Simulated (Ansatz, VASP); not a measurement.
# NaGeCl3: VASP beside Ansatz

POSCAR

```
NaGeCl3
1.0
    5.0849046094      0.0000000000      0.0000000000
    0.0000000000      5.0849046094      0.0000000000
    0.0000000000      0.0000000000      5.0849046094
Na Ge Cl
1 1 3
Direct
    0.0000000000      0.0000000000      0.0000000000
    0.5000000000      0.5000000000      0.5000000000
    0.5000000000      0.5000000000      0.0000000000
    0.5000000000      0.0000000000      0.5000000000
    0.0000000000      0.5000000000      0.5000000000
```

File INCAR.step1:

```
  PREC = Accurate
  ENCUT = 520
  ISMEAR = 0
  SIGMA = 0.01
  LREAL = F
  LASPH = T
  NELM = 80
  NBANDS = 29
  GGA = PE
  ALGO = Normal
  EDIFF = 1E-4
  LWAVE = T
  LCHARG = F
```

Contents of INCAR.step2:

```
  PREC = Accurate
  ENCUT = 520
  EDIFF = 1E-6
  ISMEAR = 0
  SIGMA = 0.01
  LREAL = F
  LASPH = T
  NELM = 80
  ALGO = Normal
  ISIF = 2
  LWAVE = F
  LCHARG = F
  METAGGA = R2SCAN
  LMIXTAU = T
  NBANDS = 29
  ISTART = 1
```

The input KPOINTS:

```
Automatic mesh
0
Gamma
  4 4 4
```

Input for Ansatz:

```yaml
crystal:
  lattice:
    - [5.0849046094, 0.0, 0.0]
    - [0.0, 5.0849046094, 0.0]
    - [0.0, 0.0, 5.0849046094]
  atoms:
    - { symbol: Na, position: [0.0, 0.0, 0.0] }
    - { symbol: Ge, position: [0.5, 0.5, 0.5] }
    - { symbol: Cl, position: [0.5, 0.5, 0.0] }
    - { symbol: Cl, position: [0.5, 0.0, 0.5] }
    - { symbol: Cl, position: [0.0, 0.5, 0.5] }
kpoints:
  mp_grid: { grid: [4, 4, 4] }
hamiltonian:
  xc: r2scan
scf:
  occupations: { method: fixed }
  n_extra_bands: 5
output:
  forces: true
  stress: true
  eigenvalues: true
```

Alike in both runs: task single point; functional r2SCAN; k mesh 4 × 4 × 4; no spin polarisation.

|  | VASP | Ansatz |
| --- | --- | --- |
| version | VASP 6.6.1 | Ansatz 0.2.0 |
| potentials or method | VASP PAW PBE potentials, release 64 (Na_pv, Ge_d, Cl) | plane waves, PAW |
| plane-wave cutoff (eV) | 520 | 500 |
| occupations | gaussian, width 0.01 eV | fixed |
| valence electrons in the cell | 42 | 44 |

Ansatz gave:

* gap on the k mesh at the Fermi level (eV): 0.36
* pressure (GPa): 2.1

Q: Which values does VASP return?

A: gap on the k mesh at the Fermi level (eV): 0.38; pressure (GPa): 1.9.

VASP's potentials were made for PBE, not for r2SCAN. VASP's potentials hold 42 valence electrons a cell and Ansatz's 44, so a difference there can come from the potentials and not from the codes.
